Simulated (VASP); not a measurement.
# HC18F in VASP: single point with PBE+D3(BJ)

Aim: the single point of HC18F with PBE+D3(BJ).

All numbers are computed with VASP 6.6.1; they aren't measurements. Logs are shortened: lines on timing, memory, paths and dates and some standing lists are left out, and cuts for length are marked.

## (1) The cell of the first run

The cell holds a slab with vacuum, 20 atoms: a = 7.398 Å, b = 7.398 Å, c = 11.000 Å, α = 90.00°, β = 90.00°, γ = 120.00°.

## (2) Single point, PBE+D3(BJ)

Contents of INCAR:

```
ALGO     = Normal         # electronic algorithm
EDIFF    = 1E-6           # SCF threshold, eV
ENCUT    = 910            # plane-wave cutoff, eV
GGA      = PE             # functional
GGA_COMPAT= F            
ISIF     = 2              # what is computed and relaxed
ISMEAR   = 0              # smearing method
IVDW     = 12             # dispersion correction
LASPH    = T              # aspherical terms in the spheres
LCHARG   = F              # write CHGCAR
LREAL    = Auto         
LWAVE    = F              # write WAVECAR
NBANDS   = 56             # bands
NELM     = 120            # most SCF steps
NELMDL   = -8           
PREC     = Accurate       # precision mode
SIGMA    = 0.02           # smearing width, eV
```

Contents of KPOINTS:

```
k-points
0
Gamma
  2 2 1
```

Contents of POSCAR:

```
HC18F
1.0
    7.3980000000      0.0000000000      0.0000000000
   -3.6990000000      6.4068560000      0.0000000000
    0.0000000000      0.0000000000     11.0000000000
C F H
18 1 1
Direct
    0.0117814647     -0.0057312042      0.0855756364
    0.2346151855      0.1056872513      0.0856397273
    0.0133862365      0.3270349763      0.0856921818
    0.2329117311      0.4366731514      0.0856861818
    0.0110710007      0.6585980706      0.0855930000
    0.2351621617      0.7706784732      0.0855505455
    0.3466815571     -0.0063216654      0.0855570909
    0.5662575286      0.1036553654      0.0856655455
    0.3444075842      0.3252671825      0.0856991818
    0.5685859238      0.4372859324      0.0856639091
    0.3446820863      0.6606791225      0.0856747273
    0.5678878673      0.7721823309      0.0860039091
    0.6779525244     -0.0076986278      0.0858633636
    0.9022031948      0.1042174196      0.0856753636
    0.6784618318      0.3276479134      0.0856782727
    0.9012786550      0.4390209488      0.0856947273
    0.6802182338      0.6600877248      0.0856408182
    0.8997210839      0.7700961283      0.0855473636
    0.5999413961      0.8438681937      0.3698572727
    0.5990746291      0.8430684254      0.2844050000
```

Potentials or basis: VASP PAW PBE potentials, release 64 (C_h, F_h, H_h).

Command:

```console
$ cat potpaw_PBE.64/C_h/POTCAR potpaw_PBE.64/F_h/POTCAR potpaw_PBE.64/H_h/POTCAR > POTCAR
$ mpirun -np 1 vasp_std > vasp.out
```

OUTCAR:

```text
EDIFF = 1E-6
   ENCUT = 910
   GGA = PE
   ISIF = 2
   ISMEAR = 0
   IVDW = 12
   LASPH = T
   LREAL = Auto
   NELM = 120
   NELMDL = -8
   PREC = Accurate
 IVDW          = 12

 ion  position               nearest neighbor table
   1  0.012  0.994  0.086-  14 1.41   2 1.43  18 1.44
   2  0.235  0.106  0.086-   9 1.41   1 1.43   7 1.44
   3  0.013  0.327  0.086-   4 1.41  14 1.43  16 1.44
   4  0.233  0.437  0.086-   3 1.41   9 1.43  11 1.44
   5  0.011  0.659  0.086-  16 1.41  18 1.43   6 1.44
   6  0.235  0.771  0.086-  11 1.41   7 1.43   5 1.44
[... 10 lines left out ...]
  17  0.680  0.660  0.086-  18 1.41  10 1.43  12 1.44
  18  0.900  0.770  0.086-  17 1.41   5 1.43   1 1.44
  19  0.600  0.844  0.370-  20 0.94
  20  0.599  0.843  0.284-  19 0.94

  LATTYP: Found a hexagonal cell.
 ALAT       =     7.3980000000
 C/A-ratio  =     1.4868883482

  Lattice vectors:

 A1 = (   7.3980000000,   0.0000000000,   0.0000000000)
 A2 = (  -3.6990000000,   6.4068560000,   0.0000000000)
 A3 = (   0.0000000000,   0.0000000000,  11.0000000000)

Analysis of symmetry for initial positions (statically):
=====================================================================
 Subroutine PRICEL returns:
 Original cell was already a primitive cell.

 Routine SETGRP: Setting up the symmetry group for a
 hexagonal supercell.

 Subroutine GETGRP returns: Found  1 space group operations
 (whereof  1 operations were pure point group operations)
 out of a pool of 24 trial point group operations.

The static configuration has the point symmetry C_1 .

Analysis of symmetry for dynamics (positions and initial velocities):
=====================================================================
 Subroutine PRICEL returns:
 Original cell was already a primitive cell.

 Routine SETGRP: Setting up the symmetry group for a
 hexagonal supercell.

 Subroutine GETGRP returns: Found  1 space group operations
 (whereof  1 operations were pure point group operations)
 out of a pool of 24 trial point group operations.

The dynamic configuration has the point symmetry C_1 .

 Subroutine INISYM returns: Found  1 space group operations
 (whereof  1 operations are pure point group operations),
 and found     1 'primitive' translations

----------------------------------------------------------------------------------------

                                     Primitive cell

  volume of cell :     521.3771

  direct lattice vectors                    reciprocal lattice vectors
     7.398000000  0.000000000  0.000000000     0.135171668  0.078041398  0.000000000
    -3.699000000  6.406856000  0.000000000     0.000000000  0.156082796  0.000000000
     0.000000000  0.000000000 11.000000000     0.000000000  0.000000000  0.090909091

  length of vectors
     7.398000000  7.398000054 11.000000000     0.156082797  0.156082796  0.090909091

  position of ions in fractional coordinates (direct lattice)
     0.011781465  0.994268796  0.085575636
     0.234615185  0.105687251  0.085639727
     0.013386236  0.327034976  0.085692182
     0.232911731  0.436673151  0.085686182
     0.011071001  0.658598071  0.085593000
     0.235162162  0.770678473  0.085550545
[... 12 lines left out ...]
     0.599941396  0.843868194  0.369857273
     0.599074629  0.843068425  0.284405000

  ion indices of the primitive-cell ions
   primitive index   ion index
                 1           1
                 2           2
                 3           3
                 4           4
                 5           5
                 6           6
[... 12 lines left out ...]
                19          19
                20          20

----------------------------------------------------------------------------------------

 KPOINTS: k-points

Automatic generation of k-mesh.
 Grid dimensions read from file:
 generate k-points for:    2    2    1

 Generating k-lattice:

  Cartesian coordinates                     Fractional coordinates (reciprocal lattice)
     0.067585834  0.039020699  0.000000000     0.500000000 -0.000000000  0.000000000
     0.000000000  0.078041398  0.000000000     0.000000000  0.500000000  0.000000000
     0.000000000  0.000000000  0.090909091     0.000000000  0.000000000  1.000000000

  Length of vectors
     0.078041399  0.078041398  0.090909091

  Shift w.r.t. Gamma in fractional coordinates (k-lattice)
     0.000000000  0.000000000  0.000000000

 Subroutine IBZKPT returns following result:
 ===========================================

 Found      4 irreducible k-points:

 Following reciprocal coordinates:
            Coordinates               Weight
  0.000000  0.000000  0.000000      1.000000
  0.500000 -0.000000  0.000000      1.000000
  0.000000  0.500000  0.000000      1.000000
  0.500000  0.500000  0.000000      1.000000
   k-points           NKPTS =      4   k-points in BZ     NKDIM =      4   number of bands    NBANDS=     56
   number of dos      NEDOS =    301   number of ions     NIONS =     20
   total plane-waves  NPLWV = 691200
   dimension x,y,z NGX =    80 NGY =   80 NGZ =  108
   dimension x,y,z NGXF=   160 NGYF=  160 NGZF=  216
   ions per type =              18   1   1
   NGX,Y,Z   is equivalent  to a cutoff of  17.98, 17.98, 16.32 a.u.
   NGXF,Y,Z  is equivalent  to a cutoff of  35.95, 35.95, 32.64 a.u.
 SYSTEM =  unknown system
   PREC   = accura    normal or accurate (medium, high low for compatibility)
   ISTART =      0    job   : 0-new  1-cont  2-samecut
   ICHARG =      2    charge: 1-file 2-atom 10-const
   ISPIN  =      1    spin polarized calculation?
   LNONCOLLINEAR =      F non collinear calculations
   LSORBIT =      F    spin-orbit coupling
   LASPH  =      T    aspherical Exc in radial PAW
   ENCUT  =  910.0 eV  66.88 Ry    8.18 a.u.  18.20 18.20 27.06*2*pi/ulx,y,z
   NELM   =    120;   NELMIN=  2; NELMDL= -8     # of ELM steps
   EDIFF  = 0.1E-05   stopping-criterion for ELM
   LREAL  =      T    real-space projection
   EDIFFG = 0.1E-04   stopping-criterion for IOM
   NSW    =      0    number of steps for IOM
[... 5 lines left out ...]
   TEBEG  =    0.0;   TEEND  =   0.0 temperature during run
   PSTRESS=    0.0 pullay stress
   NELECT =      80.0000    total number of electrons
   NUPDOWN=      -1.0000    fix difference up-down
   EMIN   =  10.00;   EMAX   =-10.00  energy-range for DOS
   EFERMI =   0.00;   METHOD = LEGACY
   ISMEAR =     0;   SIGMA  =   0.02  broadening in eV -4-tet -1-fermi 0-gaus
   EFERMI_NEDOS =   21; number of points for ismear=-14 and -15
   IALGO  =     38    algorithm
   IMIX   =      4    mixing-type and parameters
     AMIX     =   0.40;   BMIX     =  1.00
     AMIX_MAG =   1.60;   BMIX_MAG =  1.00
  volume/ion in A,a.u.               =      26.07       175.92
  Fermi-wavevector in a.u.,A,eV,Ry     =   0.876437  1.656226 10.451210  0.768142
  Thomas-Fermi vector in A             =   1.996247
   LORBIT       =      0    0 simple, 1 ext, 2 COOP (PROOUT), +10 PAW based schemes
   GGA     = PE    functional components
   LHFCALC =     F    Hartree Fock is set to
   AEXX    =    0.0000 exact exchange contribution
   IVDW    =    12    specifies the selected vdW correction
   LEPSILON=     F    determine dielectric tensor
   LRPA    =     F    only Hartree local field effects (RPA)
 non-spin polarized calculation
 Gauss-broadening in eV      SIGMA  =   0.02
  energy-cutoff  :      910.00
  volume of cell :      521.38
 maximum number of plane-waves:     32527
 NGX is ok and might be reduce to    80
   NGX = 37   NGY = 37   NGZ = 55

 number of electron      80.0000002 magnetization

 Free energy of the ion-electron system (eV)
  ---------------------------------------------------
  ext. energy  EPLUGINS =         0.00000000
  ---------------------------------------------------
  free energy    TOTEN  =      -173.95386007 eV

  energy without entropy =     -173.95386007  energy(sigma->0) =     -173.95386007

 E-fermi :  -1.5226     XC(G=0):  -4.3236

 val. band max:       -1.6162402490   @ k =   0.0000   0.0000   0.0000
 cond. band min:      -1.4292056018   @ k =   0.0000   0.0000   0.0000
 fundamental gap:      0.1870346471
 Fermi energy:        -1.5225602367

 k-point     1 :       0.0000    0.0000    0.0000
  band No.  band energies     occupation
      1     -26.4192      2.00000
      2     -21.0535      2.00000
      3     -18.5608      2.00000
      4     -18.5137      2.00000
      5     -18.5030      2.00000
      6     -18.4744      2.00000
[... 44 lines left out ...]
     51       4.2438      0.00000
     52       4.8160      0.00000

 k-point     2 :       0.5000   -0.0000    0.0000
  band No.  band energies     occupation
      1     -26.4192      2.00000
      2     -20.4178      2.00000
      3     -20.3818      2.00000
      4     -19.1542      2.00000
      5     -19.0599      2.00000
      6     -16.6764      2.00000
[... 44 lines left out ...]
     51       4.6031      0.00000
     52       4.7970      0.00000

 k-point     3 :       0.0000    0.5000    0.0000
  band No.  band energies     occupation
      1     -26.4192      2.00000
      2     -20.4181      2.00000
      3     -20.3817      2.00000
      4     -19.1439      2.00000
      5     -19.0710      2.00000
      6     -16.6620      2.00000
[... 44 lines left out ...]
     51       4.5987      0.00000
     52       4.7773      0.00000

 k-point     4 :       0.5000    0.5000    0.0000
  band No.  band energies     occupation
      1     -26.4192      2.00000
      2     -20.4179      2.00000
      3     -20.3817      2.00000
      4     -19.1550      2.00000
      5     -19.0590      2.00000
      6     -16.6779      2.00000
[... 44 lines left out ...]
     51       4.6038      0.00000
     52       4.7999      0.00000
 [bands above 52 left out]

------------------------ aborting loop because EDIFF is reached ----------------------------------------

 Edisp (eV)   -1.70097

 E8    (eV) :    -0.5217

  FORCE on cell =-STRESS in cart. coord.  units (eV):
  Direction    XX          YY          ZZ          XY          YZ          ZX
  --------------------------------------------------------------------------------------
  -------------------------------------------------------------------------------------
  Total       0.05568     0.09814    -0.53497     0.00376     0.00594    -0.00164
  in kB       0.17110     0.30160    -1.64396     0.01157     0.01826    -0.00502
  external pressure =       -0.39 kB  Pullay stress =        0.00 kB

 VOLUME and BASIS-vectors are now :
 -----------------------------------------------------------------------------
  energy-cutoff  :      910.00
  volume of cell :      521.38
      direct lattice vectors                 reciprocal lattice vectors
     7.398000000  0.000000000  0.000000000     0.135171668  0.078041398  0.000000000
    -3.699000000  6.406856000  0.000000000     0.000000000  0.156082796  0.000000000
     0.000000000  0.000000000 11.000000000     0.000000000  0.000000000  0.090909091

 POSITION                                       TOTAL-FORCE (eV/Angst)
 -----------------------------------------------------------------------------------
     -3.59064      6.37014      0.94133         0.004379     -0.008335      0.000481
      1.34475      0.67712      0.94204         0.005070     -0.005931      0.001151
     -1.11067      2.09527      0.94261        -0.012505      0.000065     -0.001094
      0.10783      2.79770      0.94255         0.008684      0.010410     -0.001166
     -2.35425      4.21954      0.94152         0.006089      0.005346      0.000213
     -1.11101      4.93763      0.94106        -0.008998      0.002016     -0.000050
[... 12 lines left out ...]
      1.31690      5.40654      4.06843        -0.001775      0.000927     -0.037869
      1.31344      5.40142      3.12845         0.000711      0.000491      0.040752
 -----------------------------------------------------------------------------------
    total drift:                                0.003142      0.006638     -0.000120

  FREE ENERGIE OF THE ION-ELECTRON SYSTEM (eV)
  ---------------------------------------------------
  free  energy   TOTEN  =      -175.6548293520 eV

  energy  without entropy=     -175.6548293520  energy(sigma->0) =     -175.65482935
```

Wall time 11 min (1 thread of Intel Xeon Platinum 8375C at 2.90GHz (Ice Lake), shared host); peak memory 1.3 GiB.

What came out:

```
Free energy                : -175.6548 eV
Largest force              : 0.041 eV/Å
Band gap on the k mesh     : 0.19 eV
Dispersion energy per atom : -0.085 eV
```

Forces in eV/Å, atoms in the order of the input:
```
C    0.004 -0.008  0.000
C    0.005 -0.006  0.001
C   -0.013  0.000 -0.001
C    0.009  0.010 -0.001
C    0.006  0.005  0.000
C   -0.009  0.002  0.000
C   -0.006  0.000  0.001
C    0.002  0.006 -0.002
C    0.010  0.012  0.001
C   -0.015 -0.005  0.000
C    0.006 -0.009  0.000
C    0.003 -0.010  0.002
C   -0.002  0.005  0.000
C   -0.007  0.002 -0.001
C    0.003 -0.011 -0.002
C    0.009 -0.005 -0.002
C   -0.012 -0.001  0.001
C    0.007  0.011  0.000
F   -0.002  0.001 -0.038
H    0.001  0.000  0.041
```

Levels at points of the mesh, in eV from the valence-band top:
| k point | band 37 | band 38 | band 39 | band 40 | band 41 | band 42 | band 43 | band 44 |
| --- | --- | --- | --- | --- | --- | --- | --- | --- |
| (0.00, 0.00, 0.00) | -2.96 | -2.96 | -0.06 | 0.00 | 0.19 | 0.22 | 3.44 | 4.79 |
| (0.50, 0.00, 0.00) | -2.58 | -2.53 | -2.52 | -2.26 | 1.77 | 2.53 | 2.58 | 2.64 |
| (0.00, 0.50, 0.00) | -2.58 | -2.55 | -2.53 | -2.26 | 1.75 | 2.54 | 2.57 | 2.64 |
| (0.50, 0.50, 0.00) | -2.58 | -2.53 | -2.51 | -2.26 | 1.77 | 2.54 | 2.58 | 2.63 |

Caveat: the k points lie up to 0.49 Å⁻¹ apart; the cutoff is under 1.25 times the usual one of these potentials, so pressure, stress and relaxed cells hold a basis-set (Pulay) error.
